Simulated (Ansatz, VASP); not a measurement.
## BaTiO3 in VASP and in Ansatz

```
CELL_PARAMETERS angstrom
4.12752 0.00000 0.00000
0.00000 4.12752 0.00000
0.00000 0.00000 4.00730
ATOMIC_POSITIONS crystal
Ba 0.50000 0.50000 0.50000
Ti 0.00000 0.00000 0.00000
O 0.50000 0.00000 0.00000
O 0.00000 0.50000 0.00000
O 0.00000 0.00000 0.50000
```

Change from the starting cell: equal xx and yy strain of +3 %.

Alike in both runs: task single point; functional LDA; k mesh 8 × 8 × 8; occupations fermi-dirac, width 0.05 eV; no spin polarisation.

|  | VASP | Ansatz |
| --- | --- | --- |
| version | VASP 6.6.1 | Ansatz 0.2.0 |
| potentials or method | VASP PAW LDA potentials, release 64 (Ba_sv, Ti_sv, O), cutoff 520 eV | all-electron LAPW, scalar-relativistic |

Ansatz gave:

```
pressure (GPa)                                                : -17.0
traceless stress, the component that is largest in VASP (GPa) : 2.70
```

**Question.** Estimate VASP's values.

**Answer.** Pressure (GPa): -15.5; traceless stress, the component that is largest in VASP (GPa): 2.82.

LDA's correlation is that of Perdew and Zunger in VASP and of Perdew and Wang (1992) in Ansatz. Ansatz ran all-electron here, and VASP with PAW potentials.

Spin-orbit coupling is off throughout.
